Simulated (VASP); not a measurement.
# In2Te2S (P4/mmm) in VASP: further runs

The runs below take In2Te2S through single point, relaxation of cell and atoms, with PBE.

All numbers are computed with VASP 6.6.1; they aren't measurements. Logs are shortened: lines on timing, memory, paths and dates and some standing lists are left out, and cuts for length are marked.

### 1 The cell of the first run

It takes space group P4/mmm (No. 123, tetragonal). Conventional cell: a = 5.934 Å, b = 5.934 Å, c = 4.915 Å, α = 90.00°, β = 90.00°, γ = 90.00°. Within 3.9 Å of In (site symmetry mmm) lie 6 Te at 2.97 to 3.85 Å and 4 S at 3.85 Å. Within 3.2 Å of Te (site symmetry 4/mmm) lie 2 S at 2.46 Å and 4 In at 2.97 Å. Within 5.1 Å of Te (site symmetry 4/mmm) lie 8 In at 3.85 Å and 4 S at 4.20 Å and 10 Te at 4.86 to 4.91 Å. Within 3.2 Å of S (site symmetry 4/mmm) lie 2 Te at 2.46 Å.

The cell was generated, and may not be a known phase.

### 2 Single point, PBE

File INCAR:

```
  PREC = Accurate
  ENCUT = 520
  EDIFF = 1E-7
  ISMEAR = 0
  SIGMA = 0.1
  LREAL = False
  LASPH = True
  NELM = 80
  ALGO = Normal
  ISIF = 2
  LWAVE = False
  LCHARG = False
  GGA = PE
  NBANDS = 30
```

File KPOINTS:

```
Automatic mesh
0
Gamma
  6 6 8
```

File POSCAR:

```
In2Te2S
1.0
    5.9341605457      0.0000000000      0.0000000000
    0.0000000000      5.9341605457      0.0000000000
    0.0000000000      0.0000000000      4.9147303486
In Te S
2 2 1
Direct
    0.5000000000      0.0000000000      0.0000000000
    0.0000000000      0.5000000000      0.0000000000
    0.0000000000      0.0000000000      0.0000000000
    0.5000000000      0.5000000000      0.5000000000
    0.0000000000      0.0000000000      0.5000000000
```

Potentials or basis: VASP PAW PBE potentials, release 64 (In_d, Te, S).

The run is started by

```console
cat potpaw_PBE.64/In_d/POTCAR potpaw_PBE.64/Te/POTCAR potpaw_PBE.64/S/POTCAR > POTCAR
mpirun -np 1 vasp_std > vasp.out
```

OUTCAR:

```text
PREC = Accurate
   ENCUT = 520
   EDIFF = 1E-7
   ISMEAR = 0
   LREAL = False
   LASPH = True
   NELM = 80
   ISIF = 2
   GGA = PE

 ion  position               nearest neighbor table
   1  0.500  0.000  0.000-   3 2.97   3 2.97   4 3.85   4 3.85   4 3.85   4 3.85
   2  0.000  0.500  0.000-   3 2.97   3 2.97   4 3.85   4 3.85   4 3.85   4 3.85
   3  0.000  0.000  0.000-   5 2.46   5 2.46   1 2.97   2 2.97   2 2.97   1 2.97
   4  0.500  0.500  0.500-   1 3.85   2 3.85   1 3.85   2 3.85   1 3.85   1 3.85   2 3.85   2 3.85

   5  0.000  0.000  0.500-   3 2.46   3 2.46

  LATTYP: Found a simple tetragonal cell.
 ALAT       =     5.9341605457
 C/A-ratio  =     0.8282098724

  Lattice vectors:

 A1 = (   5.9341605457,   0.0000000000,   0.0000000000)
 A2 = (   0.0000000000,   5.9341605457,   0.0000000000)
 A3 = (   0.0000000000,   0.0000000000,   4.9147303486)

Analysis of symmetry for initial positions (statically):
=====================================================================
 Subroutine PRICEL returns:
 Original cell was already a primitive cell.

 Routine SETGRP: Setting up the symmetry group for a
 simple tetragonal supercell.

 Subroutine GETGRP returns: Found 16 space group operations
 (whereof 16 operations were pure point group operations)
 out of a pool of 16 trial point group operations.

The static configuration has the point symmetry D_4h.

Analysis of symmetry for dynamics (positions and initial velocities):
=====================================================================
 Subroutine PRICEL returns:
 Original cell was already a primitive cell.

 Routine SETGRP: Setting up the symmetry group for a
 simple tetragonal supercell.

 Subroutine GETGRP returns: Found 16 space group operations
 (whereof 16 operations were pure point group operations)
 out of a pool of 16 trial point group operations.

The dynamic configuration has the point symmetry D_4h.

 Subroutine INISYM returns: Found 16 space group operations
 (whereof 16 operations are pure point group operations),
 and found     1 'primitive' translations

----------------------------------------------------------------------------------------

                                     Primitive cell

  volume of cell :     173.0686
[... 93 lines left out ...]
   ENCUT  =  520.0 eV  38.22 Ry    6.18 a.u.  11.03 11.03  9.14*2*pi/ulx,y,z
   NELM   =     80;   NELMIN=  2; NELMDL= -5     # of ELM steps
   EDIFF  = 0.1E-06   stopping-criterion for ELM
   LREAL  =      F    real-space projection
   EDIFFG = 0.1E-05   stopping-criterion for IOM
   NSW    =      0    number of steps for IOM
   IBRION =     -1    ionic relax: 0-MD 1-quasi-New 2-CG
   NFREE  =      0    steps in history (QN), initial steepest desc. (CG)
   ISIF   =      2    stress and relaxation
   ISYM   =      2    0-nonsym 1-usesym 2-fastsym
   POTIM  = 0.5000    time-step for ionic-motion
   TEBEG  =    0.0;   TEEND  =   0.0 temperature during run
   PSTRESS=    0.0 pullay stress
   NELECT =      44.0000    total number of electrons
   NUPDOWN=      -1.0000    fix difference up-down
   EMIN   =  10.00;   EMAX   =-10.00  energy-range for DOS
   EFERMI =   0.00;   METHOD = LEGACY
   ISMEAR =     0;   SIGMA  =   0.10  broadening in eV -4-tet -1-fermi 0-gaus
   EFERMI_NEDOS =   21; number of points for ismear=-14 and -15
   IALGO  =     38    algorithm
   IMIX   =      4    mixing-type and parameters
     AMIX     =   0.40;   BMIX     =  1.00
     AMIX_MAG =   1.60;   BMIX_MAG =  1.00
  volume/ion in A,a.u.               =      34.61       233.58
  Fermi-wavevector in a.u.,A,eV,Ry     =   1.037098  1.959830 14.634038  1.075571
  Thomas-Fermi vector in A             =   2.171519
   LORBIT       =      0    0 simple, 1 ext, 2 COOP (PROOUT), +10 PAW based schemes
   GGA     = PE    functional components
   LHFCALC =     F    Hartree Fock is set to
   AEXX    =    0.0000 exact exchange contribution
   IVDW    =     0    specifies the selected vdW correction
   LEPSILON=     F    determine dielectric tensor
   LRPA    =     F    only Hartree local field effects (RPA)
 non-spin polarized calculation
 Gauss-broadening in eV      SIGMA  =   0.10
  energy-cutoff  :      520.00
  volume of cell :      173.07
 maximum number of plane-waves:      4692
 NGX is ok and might be reduce to    48
   NGX = 23   NGY = 23   NGZ = 19

 number of electron      43.9999998 magnetization

 Free energy of the ion-electron system (eV)
  ---------------------------------------------------
  ext. energy  EPLUGINS =         0.00000000
  ---------------------------------------------------
  free energy    TOTEN  =       -14.24257015 eV

  energy without entropy =      -14.22306986  energy(sigma->0) =      -14.23282000

 E-fermi :   3.8688     XC(G=0):  -8.5892

 val. band max:        3.8607253817   @ k =   0.0000   0.0000   0.5000
 cond. band min:       3.8785571095   @ k =   0.1667   0.0000   0.2500
 fundamental gap:      0.0178317278
 Fermi energy:         3.8687834596

 k-point     1 :       0.0000    0.0000    0.0000
  band No.  band energies     occupation
      1     -10.9904      2.00000
      2     -10.5476      2.00000
      3     -10.5406      2.00000
      4     -10.5223      2.00000
      5     -10.5178      2.00000
      6     -10.5178      2.00000
[... 781 lines left out ...]
     29       8.4398      0.00000
     30      10.3364      0.00000

 [... further k-points ...]

------------------------ aborting loop because EDIFF is reached ----------------------------------------

  FORCE on cell =-STRESS in cart. coord.  units (eV):
  Direction    XX          YY          ZZ          XY          YZ          ZX
  --------------------------------------------------------------------------------------
  -------------------------------------------------------------------------------------
  Total       -0.0092179     -0.0092179     -0.0760897      0.0000000     -0.0000000      0.0000000
  in kB       -0.0853342     -0.0853342     -0.7043982      0.0000000     -0.0000000      0.0000000
  external PRESSURE =      -0.2916889 kB  Pullay stress =       0.0000000 kB

 VOLUME and BASIS-vectors are now :
 -----------------------------------------------------------------------------
  energy-cutoff  :      520.00
  volume of cell :      173.07
      direct lattice vectors                 reciprocal lattice vectors
     5.934160546  0.000000000  0.000000000     0.168515832  0.000000000  0.000000000
     0.000000000  5.934160546  0.000000000     0.000000000  0.168515832  0.000000000
     0.000000000  0.000000000  4.914730349     0.000000000  0.000000000  0.203469963

 POSITION                                       TOTAL-FORCE (eV/Angst)
 -----------------------------------------------------------------------------------
      2.96708      0.00000      0.00000         0.000000      0.000000      0.000000
      0.00000      2.96708      0.00000         0.000000      0.000000      0.000000
      0.00000      0.00000      0.00000         0.000000      0.000000      0.000000
      2.96708      2.96708      2.45737         0.000000      0.000000      0.000000
      0.00000      0.00000      2.45737         0.000000      0.000000      0.000000
 -----------------------------------------------------------------------------------
    total drift:                                0.000000      0.000000      0.000000

  FREE ENERGIE OF THE ION-ELECTRON SYSTEM (eV)
  ---------------------------------------------------
  free  energy   TOTEN  =       -14.2425701450 eV

  energy  without entropy=      -14.2230698558  energy(sigma->0) =      -14.23282000
```

OSZICAR:

```text
N       E                     dE             d eps       ncg     rms          rms(c)
DAV:   1     0.363608831311E+03    0.36361E+03   -0.18776E+04  3000   0.145E+03
DAV:   2     0.297275176147E+02   -0.33388E+03   -0.32227E+03  3080   0.362E+02
DAV:   3    -0.128484141057E+02   -0.42576E+02   -0.41154E+02  3944   0.136E+02
DAV:   4    -0.151472109287E+02   -0.22988E+01   -0.22877E+01  3514   0.318E+01
DAV:   5    -0.152597159267E+02   -0.11250E+00   -0.11248E+00  4540   0.737E+00    0.126E+01
DAV:   6    -0.142326342985E+02    0.10271E+01   -0.42211E+00  4040   0.110E+01    0.810E+00
DAV:   7    -0.142661569496E+02   -0.33523E-01   -0.92981E-01  3680   0.339E+00    0.476E+00
DAV:   8    -0.142429338910E+02    0.23223E-01   -0.21417E-01  3520   0.176E+00    0.280E+00
DAV:   9    -0.142433288512E+02   -0.39496E-03   -0.55720E-02  3704   0.975E-01    0.780E-01
DAV:  10    -0.142424195970E+02    0.90925E-03   -0.10689E-02  3726   0.402E-01    0.526E-01
DAV:  11    -0.142425382517E+02   -0.11865E-03   -0.12858E-03  3880   0.191E-01    0.440E-01
DAV:  12    -0.142425649373E+02   -0.26686E-04   -0.62695E-04  3540   0.145E-01    0.405E-02
DAV:  13    -0.142425698246E+02   -0.48873E-05   -0.82252E-05  3972   0.445E-02    0.261E-02
DAV:  14    -0.142425701749E+02   -0.35034E-06   -0.53695E-06  3862   0.105E-02    0.225E-02
DAV:  15    -0.142425701450E+02    0.29937E-07   -0.42819E-07  3258   0.337E-03
   1 F= -.14242570E+02 E0= -.14232820E+02  d E =-.195003E-01
```

stdout:

```text
POSCAR found type information on POSCAR InTeS
 POSCAR found :  3 types and       5 ions
 scaLAPACK will be used
 LDA part: xc-table for (Slater+PW92), standard interpolation
 POSCAR, INCAR and KPOINTS ok, starting setup
 FFT: planning ... GRIDC
 FFT: planning ... GRID_SOFT
 FFT: planning ... GRID
 WAVECAR not read
 entering main loop
```

Wall time 3 min (1 thread of AMD EPYC 9R14 (Zen 4), shared host); peak memory 0.4 GiB.

What came out:

```yaml
Free_energy: -14.2426 eV
Pressure: 0.0 GPa
Band_gap_on_the_k_mesh: zero (bands 22 and 23 overlap by 1.91 eV)
```

Caveat: spin-orbit coupling is left out, which moves the levels of the heavy elements.

### 3 Relaxation of cell and atoms, PBE

This run uses another cell than the first one, of 32.65 Å³/atom.

File INCAR:

```
SYSTEM = In2Te2S
PREC = Accurate ; ENCUT = 600
EDIFF = 1E-7 ; ISMEAR = 0
SIGMA = 0.1 ; LREAL = .False.
LASPH = .True. ; NELM = 60
ALGO = Normal ; ISIF = 3
LWAVE = .False. ; LCHARG = .False.
GGA = PE ; IBRION = 2
NSW = 90 ; EDIFFG = -0.04
```

File KPOINTS:

```
Automatic mesh
0
Gamma
  4 4 4
  0 0 0
```

POSCAR: that of step 2 with these lines changed.

```diff
@@ -2,5 +2,5 @@
 1.0
-    5.9341605457      0.0000000000      0.0000000000
-    0.0000000000      5.9341605457      0.0000000000
-    0.0000000000      0.0000000000      4.9147303486
+    4.8911166500      0.0000000000      0.0000000000
+    0.0000000000      4.8911166500      0.0000000000
+    0.0000000000      0.0000000000      6.8247977100
 In Te S
```

Potentials or basis: VASP PAW PBE potentials, release 64 (In_d, Te, S).

The run is started by

```console
cat potpaw_PBE.64/In_d/POTCAR potpaw_PBE.64/Te/POTCAR potpaw_PBE.64/S/POTCAR > POTCAR
mpirun -np 1 vasp_std > vasp.out
```

OUTCAR:

```text
SYSTEM = In2Te2S
   PREC = Accurate
   ENCUT = 600
   EDIFF = 1E-7
   ISMEAR = 0
   LREAL = .False.
   LASPH = .True.
   NELM = 60
   ISIF = 3
   GGA = PE
   IBRION = 2
   NSW = 90
   EDIFFG = -0.04

 ion  position               nearest neighbor table
   1  0.500  0.000  0.000-   3 2.45   3 2.45   2 3.46   2 3.46   2 3.46   2 3.46
   2  0.000  0.500  0.000-   3 2.45   3 2.45   1 3.46   1 3.46   1 3.46   1 3.46
   3  0.000  0.000  0.000-   1 2.45   2 2.45   2 2.45   1 2.45
   4  0.500  0.500  0.500-
   5  0.000  0.000  0.500-

  LATTYP: Found a simple tetragonal cell.
 ALAT       =     4.8911166500
 C/A-ratio  =     1.3953455209

  Lattice vectors:

 A1 = (   4.8911166500,   0.0000000000,   0.0000000000)
 A2 = (   0.0000000000,   4.8911166500,   0.0000000000)
 A3 = (   0.0000000000,   0.0000000000,   6.8247977100)

Analysis of symmetry for initial positions (statically):
=====================================================================
 Subroutine PRICEL returns:
 Original cell was already a primitive cell.

 Routine SETGRP: Setting up the symmetry group for a
 simple tetragonal supercell.

 Subroutine GETGRP returns: Found 16 space group operations
 (whereof 16 operations were pure point group operations)
 out of a pool of 16 trial point group operations.

The static configuration has the point symmetry D_4h.

Analysis of symmetry for dynamics (positions and initial velocities):
=====================================================================
 Subroutine PRICEL returns:
 Original cell was already a primitive cell.

 Routine SETGRP: Setting up the symmetry group for a
 simple tetragonal supercell.

 Subroutine GETGRP returns: Found 16 space group operations
 (whereof 16 operations were pure point group operations)
 out of a pool of 16 trial point group operations.

The dynamic configuration has the point symmetry D_4h.

 Subroutine INISYM returns: Found 16 space group operations
 (whereof 16 operations are pure point group operations),
[... 129 lines left out ...]
  energy-cutoff  :      600.00
  volume of cell :      163.27
 maximum number of plane-waves:      5508
 NGX is ok and might be reduce to    40
   NGX = 19   NGY = 19   NGZ = 27

--------------------------------------- Ionic step        1  -------------------------------------------

 number of electron      43.9999986 magnetization

 Free energy of the ion-electron system (eV)
  ---------------------------------------------------
  ext. energy  EPLUGINS =         0.00000000
  ---------------------------------------------------
  free energy    TOTEN  =        -8.52044105 eV

  energy without entropy =       -8.48272502  energy(sigma->0) =       -8.50158303

------------------------ aborting loop because EDIFF is reached ----------------------------------------

  FORCE on cell =-STRESS in cart. coord.  units (eV):
  Direction    XX          YY          ZZ          XY          YZ          ZX
  --------------------------------------------------------------------------------------
  -------------------------------------------------------------------------------------
  Total       21.7366730     21.7366730     -4.3621612      0.0000000     -0.0000000     -0.0000000
  in kB      213.3034258    213.3034258    -42.8061794      0.0000000     -0.0000000     -0.0000000
  external PRESSURE =     127.9335574 kB  Pullay stress =       0.0000000 kB
[... 98 lines left out ...]
  FREE ENERGIE OF THE ION-ELECTRON SYSTEM (eV)
  ---------------------------------------------------
  free  energy   TOTEN  =       -12.1556857933 eV

  energy  without entropy=      -12.1262500415  energy(sigma->0) =      -12.14096792

 E-fermi :   6.1671     XC(G=0):  -9.3139

 val. band max:        6.1260487723   @ k =   0.2500   0.0000   0.5000
 cond. band min:       6.1975078053   @ k =   0.5000   0.5000   0.0000
 fundamental gap:      0.0714590330
 Fermi energy:         6.1671100662

 k-point     1 :       0.0000    0.0000    0.0000
  band No.  band energies     occupation
      1     -13.3901      2.00000
      2      -8.2394      2.00000
      3      -8.2380      2.00000
      4      -8.1797      2.00000
      5      -8.1718      2.00000
      6      -8.1619      2.00000
[... 511 lines left out ...]
     25       9.3976      0.00000
     26       9.4809      0.00000

[... ionic steps 4 to 10 ...]

--------------------------------------- Ionic step       11  -------------------------------------------

 number of electron      43.9999982 magnetization

------------------------ aborting loop because EDIFF is reached ----------------------------------------
[... 73 lines left out ...]
--------------------------------------- Ionic step       13  -------------------------------------------

 number of electron      43.9999977 magnetization

 Free energy of the ion-electron system (eV)
  ---------------------------------------------------
  ext. energy  EPLUGINS =         0.00000000
  ---------------------------------------------------
  free energy    TOTEN  =       -14.12482700 eV

  energy without entropy =      -14.09973389  energy(sigma->0) =      -14.11228045

 E-fermi :   3.9738     XC(G=0):  -8.6056

 val. band max:        3.9315119985   @ k =   0.2500   0.0000   0.2500
 cond. band min:       4.0272309631   @ k =   0.2500   0.0000   0.5000
 fundamental gap:      0.0957189646
 Fermi energy:         3.9738131595

 k-point     1 :       0.0000    0.0000    0.0000
  band No.  band energies     occupation
      1     -10.9918      2.00000
      2     -10.5560      2.00000
      3     -10.5503      2.00000
      4     -10.5283      2.00000
      5     -10.5242      2.00000
      6     -10.5242      2.00000
[... 543 lines left out ...]
  FREE ENERGIE OF THE ION-ELECTRON SYSTEM (eV)
  ---------------------------------------------------
  free  energy   TOTEN  =       -14.1248270025 eV

  energy  without entropy=      -14.0997338898  energy(sigma->0) =      -14.11228045

 reached required accuracy - stopping structural energy minimisation
```

OSZICAR:

```text
N       E                     dE             d eps       ncg     rms          rms(c)
DAV:   1     0.391183125500E+03    0.39118E+03   -0.20822E+04   936   0.189E+03
DAV:   2     0.360584478675E+02   -0.35512E+03   -0.34988E+03  1006   0.428E+02
DAV:   3    -0.677151783066E+01   -0.42830E+02   -0.41550E+02  1210   0.156E+02
DAV:   4    -0.945747130847E+01   -0.26860E+01   -0.25644E+01  1086   0.367E+01
[... 192 lines left out ...]
DAV:   4    -0.141248468605E+02    0.24134E-03   -0.37452E-04  1402   0.192E-01    0.296E-02
DAV:   5    -0.141248292162E+02    0.17644E-04   -0.13831E-04  1208   0.793E-02    0.231E-02
DAV:   6    -0.141248278317E+02    0.13844E-05   -0.12737E-05  1214   0.233E-02    0.208E-02
DAV:   7    -0.141248269863E+02    0.84541E-06   -0.23678E-06  1402   0.134E-02    0.445E-03
DAV:   8    -0.141248270025E+02   -0.16158E-07   -0.49127E-07   916   0.506E-03
  13 F= -.14124827E+02 E0= -.14112280E+02  d E =-.249855E-03
```

Wall time 12 min (1 thread of AMD EPYC 9R14 (Zen 4), shared host); peak memory 0.33 GiB.

What came out:

| Item | Value |
| --- | --- |
| Free energy | -14.1248 eV |
| Relaxed volume | 34.50 Å³/atom |
| Relaxed cell | a = 5.911 Å, b = 5.911 Å, c = 4.936 Å, α = 90.00°, β = 90.00°, γ = 90.00° |
| Space group after relaxing (to 0.1 Å) | P4/mmm (No. 123) |
| Pressure after relaxing | 0.0 GPa |
| Band gap on the k mesh | zero (bands 22 and 23 overlap by 1.77 eV) |

Final structure:
```
In Te S
1.0
     5.91140    0.00000    0.00000
     0.00000    5.91140    0.00000
     0.00000    0.00000    4.93598
In Te S
2 2 1
Direct
  0.50000 0.00000 0.00000
  0.00000 0.50000 0.00000
  0.00000 0.00000 0.00000
  0.50000 0.50000 0.50000
  0.00000 0.00000 0.50000
```

Caveat: a cell axis changed by over 15 % at a fixed basis, so the end point is rough; spin-orbit coupling is left out, which moves the levels of the heavy elements.

The gap in the log of VASP goes by the Fermi energy; the results here count the filled bands.